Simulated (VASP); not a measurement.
Here is a VASP 6.6.1 calculation.

File POSCAR:

```
KF
1.0
    0.0000000000      2.6734993184      2.6734993184
    2.6734993184      0.0000000000      2.6734993184
    2.6734993184      2.6734993184      0.0000000000
K F
1 1
Direct
    0.0000000000      0.0000000000      0.0000000000
    0.5000000000      0.5000000000      0.5000000000
```

The input INCAR.step1:

```
SYSTEM = KF
ALGO     = Normal         ! electronic algorithm
EDIFF    = 1E-5           ! SCF threshold, eV
ENCUT    = 520            ! plane-wave cutoff, eV
GGA      = PE             ! functional
ISIF     = 2              ! what is computed and relaxed
ISMEAR   = 0              ! smearing method
LASPH    = .True.         ! aspherical terms in the spheres
LREAL    = .False.        ! projectors in reciprocal space
LWAVE    = .True.         ! write WAVECAR
NBANDS   = 15             ! bands
NELM     = 100            ! most SCF steps
PREC     = Accurate       ! precision mode
SIGMA    = 0.05           ! smearing width, eV
```

File INCAR.step2:

```
SYSTEM = KF
ALGO     = Normal         ! electronic algorithm
EDIFF    = 1E-6           ! SCF threshold, eV
ENCUT    = 520            ! plane-wave cutoff, eV
GGA      = PE             ! functional
HFSCREEN = 0.2079         ! screening, 1/A
ISIF     = 2              ! what is computed and relaxed
ISMEAR   = 0              ! smearing method
ISTART   = 1            
LASPH    = .True.         ! aspherical terms in the spheres
LCHARG   = .True.         ! write CHGCAR
LELF     = .True.         ! ELF
LHFCALC  = .True.         ! exact exchange
LREAL    = .False.        ! projectors in reciprocal space
LVHAR    = .True.       
LWAVE    = .False.        ! write WAVECAR
NBANDS   = 15             ! bands
NELM     = 100            ! most SCF steps
PREC     = Accurate       ! precision mode
PRECFOCK = Normal       
SIGMA    = 0.05           ! smearing width, eV
```

Contents of KPOINTS:

```
k-points
0
Gamma
  4 4 4
  0 0 0
```

Potentials or basis: VASP PAW PBE potentials, release 64 (K_sv, F).

Command:

```bash
$ cat potpaw_PBE.64/K_sv/POTCAR potpaw_PBE.64/F/POTCAR > POTCAR
$ cp INCAR.step1 INCAR
$ mpirun -np 1 vasp_std > vasp.out
$ cp INCAR.step2 INCAR
$ mpirun -np 1 vasp_std > vasp.out
```

(1) What does it give for the pressure?

(2) Estimate the band gap on the k mesh.

Answers

(1) 0.5 GPa.

(2) 8.15 eV.

Caveat: the k points lie up to 0.51 Å⁻¹ apart; the PAW data sets were made with another functional, which shifts forces and pressure a little.
